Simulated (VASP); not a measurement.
# C (R3m) in VASP: further runs

C is run at these levels: LDA; tasks: single point.

Program: VASP 6.6.1. These are calculated values, not measurements. Logs are shortened: lines on timing, memory, paths and dates and some standing lists are left out, and cuts for length are marked.

## 1. The cell of the first run

Symmetry: R3m, No. 160, trigonal system. Conventional cell: a = 2.491 Å, b = 2.491 Å, c = 31.512 Å, α = 90.00°, β = 90.00°, γ = 120.00°. Within 2.0 Å of C (site symmetry 3m) lie 4 C at 1.53 Å. Within 2.0 Å of C (site symmetry 3m) lie 4 C at 1.53 Å. C (site symmetry 3m) has 4 C at 1.53 to 1.78 Å within 2.0 Å. Within 2.0 Å of C (site symmetry 3m) lie 4 C at 1.53 Å. C (site symmetry 3m) has 4 C at 1.53 to 1.78 Å within 2.0 Å. Within 2.0 Å of C (site symmetry 3m) lie 4 C at 1.53 Å. C (site symmetry 3m) has 4 C at 1.53 to 1.55 Å within 2.0 Å. C (site symmetry 3m) has 4 C at 1.53 to 1.55 Å within 2.0 Å.

## 2. Single point, LDA (the distance across one plane changed)

Input file INCAR:

```
  PREC = Accurate
  ENCUT = 520
  EDIFF = 1E-7
  ISMEAR = 0
  SIGMA = 0.05
  LREAL = False
  LASPH = True
  NELM = 60
  ALGO = Normal
  ISIF = 2
  LWAVE = False
  LCHARG = False
  NBANDS = 31
  ISYM = 0
```

Input file KPOINTS:

```
Automatic mesh
0
Gamma
  10 10 3
```

Input file POSCAR:

```
C
1.0
   -2.4912907516      0.0000000000      0.0000000000
   -1.2456453758     -2.1575210791      0.0000000000
    1.2456453758      0.7191736930     10.5038776052
C
10
Direct
    0.0194724660      0.0194724660      0.6578173981
    0.9710167605      0.9710167605      0.5124502816
    0.1013532268      0.1013532268      0.9034596803
    0.8891359998      0.8891359998      0.2668079994
    0.1577746355      0.1577746355      0.0727239064
    0.8406481692      0.8406481692      0.1213445076
    0.3691207161      0.3691207161      0.7067621482
    0.6213685105      0.6213685105      0.4635055315
    0.4183770875      0.4183770875      0.8545312624
    0.5721121391      0.5721121391      0.3157364173
```

Potentials or basis: VASP PAW LDA potentials, release 64 (C).

Launch:

```
$ cat potpaw_LDA.64/C/POTCAR > POTCAR
$ mpirun -np 1 vasp_std > vasp.out
```

OUTCAR:

```text
PREC = Accurate
   ENCUT = 520
   EDIFF = 1E-7
   ISMEAR = 0
   LREAL = False
   LASPH = True
   NELM = 60
   ISIF = 2
   ISYM = 0

 ion  position               nearest neighbor table
   1  0.019  0.019  0.658-   2 1.53   7 1.53   7 1.53   7 1.53
   2  0.971  0.971  0.512-   1 1.53   8 1.53   8 1.53   8 1.53
   3  0.101  0.101  0.903-   9 1.53   9 1.53   9 1.53   5 1.78
   4  0.889  0.889  0.267-  10 1.53  10 1.53  10 1.53   6 1.53
   5  0.158  0.158  0.073-   6 1.53   6 1.53   6 1.53   3 1.78
   6  0.841  0.841  0.121-   5 1.53   5 1.53   5 1.53   4 1.53
   7  0.369  0.369  0.707-   1 1.53   1 1.53   1 1.53   9 1.55
   8  0.621  0.621  0.464-   2 1.53   2 1.53   2 1.53  10 1.55
   9  0.418  0.418  0.855-   3 1.53   3 1.53   3 1.53   7 1.55
  10  0.572  0.572  0.316-   4 1.53   4 1.53   4 1.53   8 1.55

IMPORTANT INFORMATION: All symmetrisations will be switched off!
NOSYMM: (Re-)initialisation of all symmetry stuff for point group C_1.

----------------------------------------------------------------------------------------

                                     Primitive cell

  volume of cell :      56.4585

  direct lattice vectors                    reciprocal lattice vectors
    -2.491290752  0.000000000  0.000000000    -0.401398351  0.231747446  0.031734312
    -1.245645376 -2.157521079  0.000000000     0.000000000 -0.463494892  0.031734312
     1.245645376  0.719173693 10.503877605     0.000000000  0.000000000  0.095202937

  length of vectors
     2.491290752  2.491290752 10.601900205     0.464580006  0.464580006  0.095202937

  position of ions in fractional coordinates (direct lattice)
     0.019472466  0.019472466  0.657817398
     0.971016760  0.971016760  0.512450282
     0.101353227  0.101353227  0.903459680
     0.889136000  0.889136000  0.266807999
     0.157774635  0.157774635  0.072723906
     0.840648169  0.840648169  0.121344508
     0.369120716  0.369120716  0.706762148
     0.621368510  0.621368510  0.463505531
     0.418377087  0.418377087  0.854531262
     0.572112139  0.572112139  0.315736417

  ion indices of the primitive-cell ions
   primitive index   ion index
                 1           1
                 2           2
                 3           3
                 4           4
                 5           5
                 6           6
                 7           7
                 8           8
                 9           9
                10          10

----------------------------------------------------------------------------------------

 KPOINTS: Automatic mesh

Automatic generation of k-mesh.
 Grid dimensions read from file:
 generate k-points for:   10   10    3

 Generating k-lattice:

  Cartesian coordinates                     Fractional coordinates (reciprocal lattice)
    -0.040139835  0.023174745  0.003173431     0.100000000 -0.000000000  0.000000000
     0.000000000 -0.046349489  0.003173431     0.000000000  0.100000000  0.000000000
     0.000000000  0.000000000  0.031734312     0.000000000  0.000000000  0.333333333

  Length of vectors
     0.046458001  0.046458001  0.031734312

  Shift w.r.t. Gamma in fractional coordinates (k-lattice)
     0.000000000  0.000000000  0.000000000

 -----------------------------------------------------------------------------
|                                                                             |
|           W    W    AA    RRRRR   N    N  II  N    N   GGGG   !!!           |
|           W    W   A  A   R    R  NN   N  II  NN   N  G    G  !!!           |
|           W    W  A    A  R    R  N N  N  II  N N  N  G       !!!           |
|           W WW W  AAAAAA  RRRRR   N  N N  II  N  N N  G  GGG   !            |
|           WW  WW  A    A  R   R   N   NN  II  N   NN  G    G                |
|           W    W  A    A  R    R  N    N  II  N    N   GGGG   !!!           |
|                                                                             |
|     Your reciprocal lattice and k-lattice belong to different lattice       |
|     classes:                                                                |
|                                                                             |
|        The reciprocal lattice is rhombohedral (trigonal),                   |
|        whereas your k-lattice is base-centered monoclinic.                  |
|                                                                             |
|     Results are often still useful ...                                      |
|                                                                             |
 -----------------------------------------------------------------------------

 WARNING: IBZKPT: internal override: KBLOWUP is changed to .FALSE.
      ... skipping the blow-up phase ...

 Subroutine IBZKPT returns following result:
 ===========================================

 Found    152 irreducible k-points:

 Following reciprocal coordinates:
            Coordinates               Weight
  0.000000  0.000000  0.000000      1.000000
  0.100000 -0.000000  0.000000      2.000000
  0.200000 -0.000000  0.000000      2.000000
  0.300000  0.000000  0.000000      2.000000
  0.400000 -0.000000  0.000000      2.000000
  0.500000 -0.000000  0.000000      1.000000
[... 16 lines left out ...]
 -0.400000  0.200000  0.000000      2.000000
 -0.300000  0.200000  0.000000      2.000000
 [... further k-points ...]
   k-points           NKPTS =    152   k-points in BZ     NKDIM =    152   number of bands    NBANDS=     31
   number of dos      NEDOS =    301   number of ions     NIONS =     10
   total plane-waves  NPLWV =  32000
   dimension x,y,z NGX =    20 NGY =   20 NGZ =   80
   dimension x,y,z NGXF=    40 NGYF=   40 NGZF=  160
   ions per type =              10
   NGX,Y,Z   is equivalent  to a cutoff of  13.35, 13.35, 12.54 a.u.
   NGXF,Y,Z  is equivalent  to a cutoff of  26.69, 26.69, 25.09 a.u.
 SYSTEM =  unknown system
   PREC   = accura    normal or accurate (medium, high low for compatibility)
   ISTART =      0    job   : 0-new  1-cont  2-samecut
   ICHARG =      2    charge: 1-file 2-atom 10-const
   ISPIN  =      1    spin polarized calculation?
   LNONCOLLINEAR =      F non collinear calculations
   LSORBIT =      F    spin-orbit coupling
   LASPH  =      T    aspherical Exc in radial PAW
   ENCUT  =  520.0 eV  38.22 Ry    6.18 a.u.   4.63  4.63 19.71*2*pi/ulx,y,z
   NELM   =     60;   NELMIN=  2; NELMDL= -5     # of ELM steps
   EDIFF  = 0.1E-06   stopping-criterion for ELM
   LREAL  =      F    real-space projection
   EDIFFG = 0.1E-05   stopping-criterion for IOM
   NSW    =      0    number of steps for IOM
   IBRION =     -1    ionic relax: 0-MD 1-quasi-New 2-CG
   NFREE  =      0    steps in history (QN), initial steepest desc. (CG)
   ISIF   =      2    stress and relaxation
   ISYM   =      0    0-nonsym 1-usesym 2-fastsym
   POTIM  = 0.5000    time-step for ionic-motion
   TEBEG  =    0.0;   TEEND  =   0.0 temperature during run
   PSTRESS=    0.0 pullay stress
   NELECT =      40.0000    total number of electrons
   NUPDOWN=      -1.0000    fix difference up-down
   EMIN   =  10.00;   EMAX   =-10.00  energy-range for DOS
   EFERMI =   0.00;   METHOD = LEGACY
   ISMEAR =     0;   SIGMA  =   0.05  broadening in eV -4-tet -1-fermi 0-gaus
   EFERMI_NEDOS =   21; number of points for ismear=-14 and -15
   IALGO  =     38    algorithm
   IMIX   =      4    mixing-type and parameters
     AMIX     =   0.40;   BMIX     =  1.00
     AMIX_MAG =   1.60;   BMIX_MAG =  1.00
  volume/ion in A,a.u.               =       5.65        38.10
  Fermi-wavevector in a.u.,A,eV,Ry     =   1.459436  2.757935 28.979785  2.129954
  Thomas-Fermi vector in A             =   2.576004
   LORBIT       =      0    0 simple, 1 ext, 2 COOP (PROOUT), +10 PAW based schemes
   GGA     = CA    functional components
   LHFCALC =     F    Hartree Fock is set to
   AEXX    =    0.0000 exact exchange contribution
   IVDW    =     0    specifies the selected vdW correction
   LEPSILON=     F    determine dielectric tensor
   LRPA    =     F    only Hartree local field effects (RPA)
 non-spin polarized calculation
 Gauss-broadening in eV      SIGMA  =   0.05
  energy-cutoff  :      520.00
  volume of cell :       56.46
 maximum number of plane-waves:      1538
   NGX =  9   NGY =  9   NGZ = 39

 number of electron      40.0000001 magnetization

 Free energy of the ion-electron system (eV)
  ---------------------------------------------------
  ext. energy  EPLUGINS =         0.00000000
  ---------------------------------------------------
  free energy    TOTEN  =      -100.64520033 eV

  energy without entropy =     -100.64520033  energy(sigma->0) =     -100.64520033

 E-fermi :  10.1216     XC(G=0): -13.5123

 val. band max:        9.8295551741   @ k =   0.0000   0.0000   0.0000
 cond. band min:      14.1272685223   @ k =   0.0000  -0.4000   0.3333
 fundamental gap:      4.2977133482
 Fermi energy:        10.1216073629

 k-point     1 :       0.0000    0.0000    0.0000
  band No.  band energies     occupation
      1     -11.7757      2.00000
      2     -10.8614      2.00000
      3     -10.3048      2.00000
      4      -7.7660      2.00000
      5      -7.2966      2.00000
      6      -2.0594      2.00000
[... 23 lines left out ...]
     30      18.5192      0.00000
     31      18.5194      0.00000

 k-point     2 :       0.1000   -0.0000    0.0000
  band No.  band energies     occupation
      1     -11.5234      2.00000
      2     -10.6186      2.00000
      3     -10.0474      2.00000
      4      -7.5565      2.00000
      5      -7.0327      2.00000
      6      -1.8877      2.00000
[... 740 lines left out ...]
 k-point    24 :      -0.3000    0.2000    0.0000
  band No.  band energies     occupation
      1      -7.1537      2.00000
      2      -6.3148      2.00000
      3      -5.7546      2.00000
      4      -3.6379      2.00000
      5      -3.1229      2.00000
      6      -2.1722      2.00000
[... 23 lines left out ...]
     30      21.0034      0.00000
     31      21.4388      0.00000

 [... further k-points ...]

------------------------ aborting loop because EDIFF is reached ----------------------------------------

  FORCE on cell =-STRESS in cart. coord.  units (eV):
  Direction    XX          YY          ZZ          XY          YZ          ZX
  --------------------------------------------------------------------------------------
  -------------------------------------------------------------------------------------
  Total        0.2200230      0.2199489     -6.4794160      0.0000634      0.0000404      0.0000692
  in kB        6.2438093      6.2417054   -183.8727315      0.0017992      0.0011452      0.0019646
  external PRESSURE =     -57.1290722 kB  Pullay stress =       0.0000000 kB

 VOLUME and BASIS-vectors are now :
 -----------------------------------------------------------------------------
  energy-cutoff  :      520.00
  volume of cell :       56.46
      direct lattice vectors                 reciprocal lattice vectors
    -2.491290752  0.000000000  0.000000000    -0.401398351  0.231747446  0.031734312
    -1.245645376 -2.157521079  0.000000000     0.000000000 -0.463494892  0.031734312
     1.245645376  0.719173693 10.503877605     0.000000000  0.000000000  0.095202937

 POSITION                                       TOTAL-FORCE (eV/Angst)
 -----------------------------------------------------------------------------------
      0.74664      0.43107      6.90963        -0.000011     -0.000006      0.031714
     -2.99030     -1.72645      5.38272        -0.000002     -0.000001     -0.008375
      0.74664      0.43107      9.48983         0.000018      0.000011      2.131125
     -2.99030     -1.72645      2.80252         0.000005      0.000003      0.102351
     -0.49901     -0.28810      0.76388        -0.000040     -0.000023     -2.107737
     -2.99030     -1.72645      1.27459         0.000065      0.000038     -1.354415
     -0.49901     -0.28810      7.42374        -0.000017     -0.000010     -0.098876
     -1.74465     -1.00727      4.86861        -0.000019     -0.000011      0.001888
     -0.49901     -0.28810      8.97589        -0.000011     -0.000007      1.321184
     -1.74465     -1.00727      3.31646         0.000013      0.000008     -0.018860
 -----------------------------------------------------------------------------------
    total drift:                                0.000031      0.000019     -0.000050

  FREE ENERGIE OF THE ION-ELECTRON SYSTEM (eV)
  ---------------------------------------------------
  free  energy   TOTEN  =      -100.6452003305 eV

  energy  without entropy=     -100.6452003305  energy(sigma->0) =     -100.64520033
```

It took 3.6 min on 1 thread of Intel Xeon Platinum 8488C (Sapphire Rapids), shared host; peak memory 0.27 GiB.

Results:

```
Free energy            : -100.6452 eV
Pressure               : -5.7 GPa
Largest force          : 2.131 eV/Å
Band gap on the k mesh : 4.30 eV (least direct gap 4.55 eV)
```

Forces on the atoms (eV/Å):
```
C    0.000  0.000  0.032
C    0.000  0.000 -0.008
C    0.000  0.000  2.131
C    0.000  0.000  0.102
C    0.000  0.000 -2.108
C    0.000  0.000 -1.354
C    0.000  0.000 -0.099
C    0.000  0.000  0.002
C    0.000  0.000  1.321
C    0.000  0.000 -0.019
```

Stress tensor (GPa, compression positive):
```
  0.62   0.00   0.00
  0.00   0.62   0.00
  0.00   0.00 -18.39
```

Levels at points of the mesh, in eV from the valence-band top:
```csv
k point,band 17,band 18,band 19,band 20,band 21,band 22,band 23,band 24
"(0.00, 0.00, 0.00)",-1.01,-0.02,-0.02,0.00,4.55,5.61,5.61,6.82
"(0.50, 0.00, 0.00)",-4.58,-4.22,-3.29,-3.06,4.69,5.07,5.28,6.36
"(0.00, 0.50, 0.00)",-4.58,-4.22,-3.29,-3.06,4.69,5.07,5.28,6.36
"(0.50, 0.50, 0.00)",-4.30,-3.66,-3.59,-3.36,4.55,4.86,5.59,5.98
```

Caveat: the cell differs from its parent crystal (the distance across one plane changed); the stress differs along the axes, from -18 to 1 GPa; forces of over 1 eV/Å act on the atoms, so gaps and moduli don't describe the material at rest.

(Part 1 of 2 ends here.)
